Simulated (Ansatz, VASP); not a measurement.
# AlN in VASP and in Ansatz

The input INCAR:

```
SYSTEM = AlN
PREC = Accurate
ENCUT = 520
EDIFF = 1E-6
ISMEAR = 0
SIGMA = 0.05
LREAL = .FALSE.
LASPH = .TRUE.
NELM = 100
ALGO = Normal
ISIF = 2
LWAVE = .FALSE.
LCHARG = .FALSE.
NBANDS = 26
```

KPOINTS

```
regular mesh
0
G
  8 8 3
  0 0 0
```

The input POSCAR:

```
AlN
1.0
   -3.0886152975      0.0000000000      0.0000000000
   -1.5443076488     -2.6748193102      0.0000000000
   -0.3860769122     -0.6687048275     11.0871685333
Al N
4 4
Direct
    0.3333333333      0.1316802284      0.8066124197
    0.3333333333      0.2431510753      0.3607290319
    0.6666666667      0.6322198322      0.1377873380
    0.6666666667      0.5207489852      0.5836707258
    0.3333333333      0.3120447444      0.0851543558
    0.3333333333      0.2005738974      0.5310377436
    0.6666666667      0.5896426542      0.3080960497
    0.6666666667      0.4781718073      0.7539794375
```

Input for Ansatz:

```yaml
crystal:
  lattice:
    - [-3.0886152975, 0.0, 0.0]
    - [-1.5443076488, -2.6748193102, 0.0]
    - [-0.3860769122, -0.6687048275, 11.0871685333]
  atoms:
    - { symbol: Al, position: [0.3333333333, 0.1316802284, 0.8066124197] }
    - { symbol: Al, position: [0.3333333333, 0.2431510753, 0.3607290319] }
    - { symbol: Al, position: [0.6666666667, 0.6322198322, 0.137787338] }
    - { symbol: Al, position: [0.6666666667, 0.5207489852, 0.5836707258] }
    - { symbol: "N", position: [0.3333333333, 0.3120447444, 0.0851543558] }
    - { symbol: "N", position: [0.3333333333, 0.2005738974, 0.5310377436] }
    - { symbol: "N", position: [0.6666666667, 0.5896426542, 0.3080960497] }
    - { symbol: "N", position: [0.6666666667, 0.4781718073, 0.7539794375] }
basis:
  ecutwfc: 520.0
kpoints:
  mp_grid: { grid: [8, 8, 3] }
hamiltonian:
  xc: lda
  pseudopotentials: { kind: paw, azcp: { folder: soft_1 } }
scf:
  occupations: { method: gaussian, width: 0.05 }
output:
  forces: true
  stress: true
  eigenvalues: true
```

Alike in both runs: task single point; functional LDA; k mesh 8 × 8 × 3; occupations gaussian, width 0.05 eV; no spin polarisation.

```csv
,VASP,Ansatz
version,VASP 6.6.1,Ansatz 0.2.0
potentials or method,"VASP PAW LDA potentials, release 64 (Al, N), cutoff 520 eV","scalar-relativistic, plane waves, PAW"
valence electrons in the cell,32,32
```

```csv
,VASP,Ansatz,Ansatz less VASP
gap on the k mesh at the Fermi level (eV),0.47,0.46,-0.009
least direct gap on the mesh (eV),0.47,0.46,-0.009
pressure (GPa),-3.7,-4.2,-0.53
"traceless stress, the component that is largest in VASP (GPa)",-5.73,-5.50,+0.234
rms of the force components (eV/Å),0.760,0.763,+0.0035
```

Ansatz warns that its potentials were made for another functional, while VASP's fit it. LDA's correlation is that of Perdew and Zunger in VASP and of Perdew and Wang (1992) in Ansatz. Atom by atom the forces differ by 0.010 eV/Å (rms over components).
